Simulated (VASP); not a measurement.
# Cl (Pm-3m) in VASP: a series of runs

Cl is run at these levels: PBE+D3(BJ); tasks: single point, relaxation of cell and atoms.

All numbers are computed with VASP 6.6.1; they aren't measurements. Logs are shortened: lines on timing, memory, paths and dates and some standing lists are left out, and cuts for length are marked.

## 1. The cell of the first run

Symmetry: Pm-3m, No. 221, cubic system. Conventional cell: a = 2.822 Å, b = 2.822 Å, c = 2.822 Å, α = 90.00°, β = 90.00°, γ = 90.00°. Within 3.7 Å of Cl (site symmetry m-3m) lie 6 Cl at 2.82 Å.

## 2. Single point, PBE+D3(BJ)

INCAR

```
PREC = Accurate
ENCUT = 500
EDIFF = 1E-6
ISMEAR = 1
SIGMA = 0.02
LREAL = F
LASPH = T
NELM = 120
ALGO = Normal
ISIF = 2
LWAVE = F
LCHARG = T
GGA = PE
IVDW = 12
LELF = T
LVHAR = T
NBANDS = 10
GGA_COMPAT = F
```

KPOINTS

```
regular mesh
0
Gamma
  9 9 9
```

POSCAR

```
Cl
1.0
    2.8216184286      0.0000000000      0.0000000000
    0.0000000000      2.8216184286      0.0000000000
    0.0000000000      0.0000000000      2.8216184286
Cl
1
Direct
    0.0000000000      0.0000000000      0.0000000000
```

Potentials or basis: VASP PAW PBE potentials, release 64 (Cl).

Launch:

```
cat potpaw_PBE.64/Cl/POTCAR > POTCAR
mpirun -np 1 vasp_std > vasp.out
```

OUTCAR:

```text
PREC = Accurate
   ENCUT = 500
   EDIFF = 1E-6
   ISMEAR = 1
   LREAL = F
   LASPH = T
   NELM = 120
   ISIF = 2
   GGA = PE
   IVDW = 12
 IVDW          = 12

 ion  position               nearest neighbor table
   1  0.000  0.000  0.000-

  LATTYP: Found a simple cubic cell.
 ALAT       =     2.8216184286

  Lattice vectors:

 A1 = (   2.8216184286,   0.0000000000,   0.0000000000)
 A2 = (   0.0000000000,   2.8216184286,   0.0000000000)
 A3 = (   0.0000000000,   0.0000000000,   2.8216184286)

Analysis of symmetry for initial positions (statically):
=====================================================================
 Subroutine PRICEL returns:
 Original cell was already a primitive cell.

 Routine SETGRP: Setting up the symmetry group for a
 simple cubic supercell.

 Subroutine GETGRP returns: Found 48 space group operations
 (whereof 48 operations were pure point group operations)
 out of a pool of 48 trial point group operations.

The static configuration has the point symmetry O_h .

Analysis of symmetry for dynamics (positions and initial velocities):
=====================================================================
 Subroutine PRICEL returns:
 Original cell was already a primitive cell.

 Routine SETGRP: Setting up the symmetry group for a
 simple cubic supercell.

 Subroutine GETGRP returns: Found 48 space group operations
 (whereof 48 operations were pure point group operations)
 out of a pool of 48 trial point group operations.

The dynamic configuration has the point symmetry O_h .

 Subroutine INISYM returns: Found 48 space group operations
 (whereof 48 operations are pure point group operations),
 and found     1 'primitive' translations

----------------------------------------------------------------------------------------

                                     Primitive cell

  volume of cell :      22.4644

  direct lattice vectors                    reciprocal lattice vectors
     2.821618429  0.000000000  0.000000000     0.354406531  0.000000000  0.000000000
     0.000000000  2.821618429  0.000000000     0.000000000  0.354406531  0.000000000
     0.000000000  0.000000000  2.821618429     0.000000000  0.000000000  0.354406531

  length of vectors
     2.821618429  2.821618429  2.821618429     0.354406531  0.354406531  0.354406531

  position of ions in fractional coordinates (direct lattice)
     0.000000000  0.000000000  0.000000000

  ion indices of the primitive-cell ions
   primitive index   ion index
                 1           1

----------------------------------------------------------------------------------------

 KPOINTS: regular mesh

Automatic generation of k-mesh.
 Grid dimensions read from file:
 generate k-points for:    9    9    9

 Generating k-lattice:

  Cartesian coordinates                     Fractional coordinates (reciprocal lattice)
     0.039378503  0.000000000  0.000000000     0.111111111  0.000000000  0.000000000
     0.000000000  0.039378503  0.000000000     0.000000000  0.111111111  0.000000000
     0.000000000  0.000000000  0.039378503     0.000000000  0.000000000  0.111111111

  Length of vectors
     0.039378503  0.039378503  0.039378503

  Shift w.r.t. Gamma in fractional coordinates (k-lattice)
     0.000000000  0.000000000  0.000000000

 Subroutine IBZKPT returns following result:
 ===========================================

 Found     35 irreducible k-points:

 Following reciprocal coordinates:
            Coordinates               Weight
  0.000000  0.000000  0.000000      1.000000
  0.111111  0.000000  0.000000      6.000000
  0.222222  0.000000  0.000000      6.000000
  0.333333  0.000000  0.000000      6.000000
  0.444444  0.000000  0.000000      6.000000
  0.111111  0.111111  0.000000     12.000000
[... 16 lines left out ...]
  0.333333  0.333333  0.111111     24.000000
  0.444444  0.333333  0.111111     48.000000
 [... further k-points ...]
   k-points           NKPTS =     35   k-points in BZ     NKDIM =     35   number of bands    NBANDS=     10
   number of dos      NEDOS =    301   number of ions     NIONS =      1
   total plane-waves  NPLWV =  13824
   dimension x,y,z NGX =    24 NGY =   24 NGZ =   24
   dimension x,y,z NGXF=    48 NGYF=   48 NGZF=   48
   ions per type =               1
   NGX,Y,Z   is equivalent  to a cutoff of  14.14, 14.14, 14.14 a.u.
   NGXF,Y,Z  is equivalent  to a cutoff of  28.28, 28.28, 28.28 a.u.
 SYSTEM =  unknown system
   PREC   = accura    normal or accurate (medium, high low for compatibility)
   ISTART =      0    job   : 0-new  1-cont  2-samecut
   ICHARG =      2    charge: 1-file 2-atom 10-const
   ISPIN  =      1    spin polarized calculation?
   LNONCOLLINEAR =      F non collinear calculations
   LSORBIT =      F    spin-orbit coupling
   LASPH  =      T    aspherical Exc in radial PAW
   ENCUT  =  500.0 eV  36.75 Ry    6.06 a.u.   5.14  5.14  5.14*2*pi/ulx,y,z
   NELM   =    120;   NELMIN=  2; NELMDL= -5     # of ELM steps
   EDIFF  = 0.1E-05   stopping-criterion for ELM
   LREAL  =      F    real-space projection
   EDIFFG = 0.1E-04   stopping-criterion for IOM
   NSW    =      0    number of steps for IOM
   IBRION =     -1    ionic relax: 0-MD 1-quasi-New 2-CG
   NFREE  =      0    steps in history (QN), initial steepest desc. (CG)
   ISIF   =      2    stress and relaxation
   ISYM   =      2    0-nonsym 1-usesym 2-fastsym
   POTIM  = 0.5000    time-step for ionic-motion
   TEBEG  =    0.0;   TEEND  =   0.0 temperature during run
   PSTRESS=    0.0 pullay stress
   NELECT =       7.0000    total number of electrons
   NUPDOWN=      -1.0000    fix difference up-down
   EMIN   =  10.00;   EMAX   =-10.00  energy-range for DOS
   EFERMI =   0.00;   METHOD = LEGACY
   ISMEAR =     1;   SIGMA  =   0.02  broadening in eV -4-tet -1-fermi 0-gaus
   EFERMI_NEDOS =   21; number of points for ismear=-14 and -15
   IALGO  =     38    algorithm
   IMIX   =      4    mixing-type and parameters
     AMIX     =   0.40;   BMIX     =  1.00
     AMIX_MAG =   1.60;   BMIX_MAG =  1.00
  volume/ion in A,a.u.               =      22.46       151.60
  Fermi-wavevector in a.u.,A,eV,Ry     =   1.109880  2.097368 16.760104  1.231833
  Thomas-Fermi vector in A             =   2.246425
   LORBIT       =      0    0 simple, 1 ext, 2 COOP (PROOUT), +10 PAW based schemes
   GGA     = PE    functional components
   LHFCALC =     F    Hartree Fock is set to
   AEXX    =    0.0000 exact exchange contribution
   IVDW    =    12    specifies the selected vdW correction
   LEPSILON=     F    determine dielectric tensor
   LRPA    =     F    only Hartree local field effects (RPA)
 non-spin polarized calculation
 Methfessel and Paxton  Order N= 1 SIGMA  =   0.02
  energy-cutoff  :      500.00
  volume of cell :       22.46
 maximum number of plane-waves:       587
 NGX is ok and might be reduce to    24
   NGX = 11   NGY = 11   NGZ = 11

 number of electron       7.0000001 magnetization

 Free energy of the ion-electron system (eV)
  ---------------------------------------------------
  ext. energy  EPLUGINS =         0.00000000
  ---------------------------------------------------
  free energy    TOTEN  =        -1.15395838 eV

  energy without entropy =       -1.15405565  energy(sigma->0) =       -1.15399081

 E-fermi :   1.8601     XC(G=0):  -9.0910

 val. band max:        1.8534612783   @ k =   0.1111   0.1111   0.0000
 cond. band min:       1.8862433023   @ k =   0.4444   0.2222   0.1111
 fundamental gap:      0.0327820240
 Fermi energy:         1.8600549313

 k-point     1 :       0.0000    0.0000    0.0000
  band No.  band energies     occupation
      1     -14.1746      2.00000
      2       1.7159      2.00000
      3       1.7159      2.00000
      4       1.7159      2.00000
      5      10.1882      0.00000
      6      11.9956      0.00000
      7      11.9956      0.00000
      8      22.7497      0.00000
      9      22.7497      0.00000
     10      22.7497      0.00000

 k-point     2 :       0.1111    0.0000    0.0000
  band No.  band energies     occupation
      1     -14.0582      2.00000
      2       0.8742      2.00000
      3       1.7851      2.00000
      4       1.7851      2.00000
      5      10.6181      0.00000
      6      12.1413      0.00000
      7      12.8704      0.00000
      8      21.5100      0.00000
      9      21.5100      0.00000
     10      22.8275      0.00000

 k-point     3 :       0.2222    0.0000    0.0000
  band No.  band energies     occupation
      1     -13.7406      2.00000
      2      -0.8242      2.00000
      3       1.9671     -0.00000
      4       1.9671     -0.00000
      5      11.3779      0.00000
      6      12.5450      0.00000
      7      14.9249      0.00000
      8      19.5635      0.00000
      9      19.5635      0.00000
     10      23.0329      0.00000

 k-point     4 :       0.3333    0.0000    0.0000
  band No.  band energies     occupation
      1     -13.3293      2.00000
      2      -2.4060      2.00000
      3       2.1876     -0.00000
      4       2.1876     -0.00000
      5      12.3564      0.00000
      6      13.0856      0.00000
      7      16.1150      0.00000
      8      18.0024      0.00000
      9      18.0024      0.00000
     10      23.2826      0.00000

 k-point     5 :       0.4444    0.0000    0.0000
  band No.  band energies     occupation
      1     -13.0216      2.00000
      2      -3.3488      2.00000
      3       2.3407      0.00000
      4       2.3407      0.00000
      5      13.4450      0.00000
      6      13.5084      0.00000
      7      15.5407      0.00000
      8      17.1491      0.00000
      9      17.1491      0.00000
     10      23.1058      0.00000

 k-point     6 :       0.1111    0.1111    0.0000
  band No.  band energies     occupation
      1     -13.9422      2.00000
      2       0.9068      2.00000
      3       1.0061      2.00000
      4       1.8535      1.52580
      5      11.0621      0.00000
      6      12.7005      0.00000
      7      13.2613      0.00000
      8      20.2612      0.00000
      9      21.3086      0.00000
     10      21.9854      0.00000
[... 183 lines left out ...]
 k-point    21 :       0.3333    0.2222    0.1111
  band No.  band energies     occupation
      1     -12.8021      2.00000
      2      -1.8916      2.00000
      3      -0.0300      2.00000
      4       1.7106      2.00000
      5      12.0796      0.00000
      6      14.5287      0.00000
      7      16.5201      0.00000
      8      16.8326      0.00000
      9      19.5345      0.00000
     10      20.2461      0.00000

 k-point    22 :       0.4444    0.2222    0.1111
  band No.  band energies     occupation
      1     -12.5039      2.00000
      2      -2.8027      2.00000
      3       0.2063      2.00000
      4       1.8862     -0.06895
      5      11.4921      0.00000
      6      14.9583      0.00000
      7      15.5658      0.00000
      8      17.0277      0.00000
      9      19.9665      0.00000
     10      21.1866      0.00000

 k-point    23 :       0.3333    0.3333    0.1111
  band No.  band energies     occupation
      1     -12.4115      2.00000
      2      -1.5708      2.00000
      3      -1.4495      2.00000
      4       1.9472     -0.00000
      5      10.6536      0.00000
      6      14.8963      0.00000
      7      16.9422      0.00000
      8      16.9873      0.00000
      9      20.4324      0.00000
     10      20.9756      0.00000

 k-point    24 :       0.4444    0.3333    0.1111
  band No.  band energies     occupation
      1     -12.1213      2.00000
      2      -2.3988      2.00000
      3      -1.2314      2.00000
      4       2.1123     -0.00000
      5       9.7261      0.00000
      6      15.4369      0.00000
      7      16.0579      0.00000
      8      17.3576      0.00000
      9      21.0693      0.00000
     10      22.0615      0.00000

 [... further k-points ...]

------------------------ aborting loop because EDIFF is reached ----------------------------------------

 Edisp (eV)   -0.20376

 E8    (eV) :    -0.0690

  FORCE on cell =-STRESS in cart. coord.  units (eV):
  Direction    XX          YY          ZZ          XY          YZ          ZX
  --------------------------------------------------------------------------------------
  -------------------------------------------------------------------------------------
  Total      -0.01691    -0.01691    -0.01691    -0.00000    -0.00000     0.00000
  in kB      -1.20584    -1.20584    -1.20584    -0.00000    -0.00000     0.00000
  external pressure =       -1.21 kB  Pullay stress =        0.00 kB

 VOLUME and BASIS-vectors are now :
 -----------------------------------------------------------------------------
  energy-cutoff  :      500.00
  volume of cell :       22.46
      direct lattice vectors                 reciprocal lattice vectors
     2.821618429  0.000000000  0.000000000     0.354406531  0.000000000  0.000000000
     0.000000000  2.821618429  0.000000000     0.000000000  0.354406531  0.000000000
     0.000000000  0.000000000  2.821618429     0.000000000  0.000000000  0.354406531

 POSITION                                       TOTAL-FORCE (eV/Angst)
 -----------------------------------------------------------------------------------
      0.00000      0.00000      0.00000         0.000000      0.000000      0.000000
 -----------------------------------------------------------------------------------
    total drift:                               -0.000000      0.000000      0.000000

  FREE ENERGIE OF THE ION-ELECTRON SYSTEM (eV)
  ---------------------------------------------------
  free  energy   TOTEN  =        -1.3577183819 eV

  energy  without entropy=       -1.3578156532  energy(sigma->0) =       -1.35775081
```

Run time: 3.4 s. Hardware: 1 thread of Intel Xeon Platinum 8488C (Sapphire Rapids), shared host; peak memory 0.14 GiB.

Results:

* Free energy: -1.3577 eV
* Pressure: -0.1 GPa
* Band gap on the k mesh: zero (an odd number of electrons rules out a gap without spin polarisation)
* Dispersion energy per atom: -0.204 eV

Levels at points of the mesh, in eV from the Fermi level:
```
           k point  band 1  band 2  band 3  band 4  band 5  band 6  band 7  band 8  band 9
(0.00, 0.00, 0.00)  -16.03   -0.14   -0.14   -0.14    8.33   10.14   10.14   20.89   20.89
```

Caveat: an odd number of electrons without spin polarisation forces a metal; a magnetic or distorted state may lie lower.

## 3. Relaxation of cell and atoms, PBE+D3(BJ)

This run uses another cell than the first one, of 24.64 Å³/atom.

INCAR

```
  ALGO = Normal
  EDIFF = 1E-7
  EDIFFG = -0.01
  ENCUT = 500
  GGA = PE
  GGA_COMPAT = False
  IBRION = 2
  ISIF = 3
  ISMEAR = 1
  IVDW = 12
  LASPH = True
  LCHARG = False
  LREAL = False
  LWAVE = False
  NELM = 120
  NELMIN = 4
  NSW = 80
  PREC = Accurate
  SIGMA = 0.02
```

KPOINTS

```
k-points
0
Gamma
  9 9 9
```

POSCAR

```
Cl
1.0
    2.9100000000      0.0000000000      0.0000000000
    0.0000000000      2.9100000000      0.0000000000
    0.0000000000      0.0000000000      2.9100000000
Cl
1
Direct
    0.0000000000      0.0000000000      0.0000000000
```

Potentials or basis: VASP PAW PBE potentials, release 64 (Cl).

Launch:

```
cat potpaw_PBE.64/Cl/POTCAR > POTCAR
mpirun -np 1 vasp_std > vasp.out
```

Run time: 5.9 s. Hardware: 1 thread of Intel Xeon Platinum 8488C (Sapphire Rapids), shared host; peak memory 0.14 GiB.

It converged, with:

| Item | Value |
| --- | --- |
| Free energy | -1.3587 eV |
| Relaxed volume | 22.45 Å³/atom |
| Relaxed cell | a = 2.821 Å, b = 2.821 Å, c = 2.821 Å, α = 90.00°, β = 90.00°, γ = 90.00° |
| Space group after relaxing (to 0.1 Å) | Pm-3m (No. 221) |
| Energy gained by relaxing | 22.5 meV/atom |
| Ionic steps | 3 |
| Pressure after relaxing | -0.1 GPa |
| Band gap on the k mesh | zero (an odd number of electrons rules out a gap without spin polarisation) |
| Dispersion energy per atom | -0.204 eV |

The path:
| step | energy change (eV) | largest force (eV/Å) | pressure (GPa) | volume (Å³) |
| --- | --- | --- | --- | --- |
| 1 | 0.0000 | 0.0000 | -2.92 | 24.64 |
| 2 | -0.0202 | 0.0000 | -1.07 | 23.07 |
| 3 | -0.0225 | 0.0000 | -0.06 | 22.45 |

Final structure:
```
CELL_PARAMETERS angstrom
2.82085 0.00000 0.00000
0.00000 2.82085 0.00000
0.00000 0.00000 2.82085
ATOMIC_POSITIONS crystal
Cl 0.00000 0.00000 0.00000
```

Levels at points of the mesh, in eV from the Fermi level:
| k point | band 1 | band 2 | band 3 | band 4 | band 5 | band 6 | band 7 |
| --- | --- | --- | --- | --- | --- | --- | --- |
| (0.00, 0.00, 0.00) | -16.04 | -0.14 | -0.14 | -0.14 | 8.33 | 10.13 | 10.13 |

Caveat: an odd number of electrons without spin polarisation forces a metal; a magnetic or distorted state may lie lower.
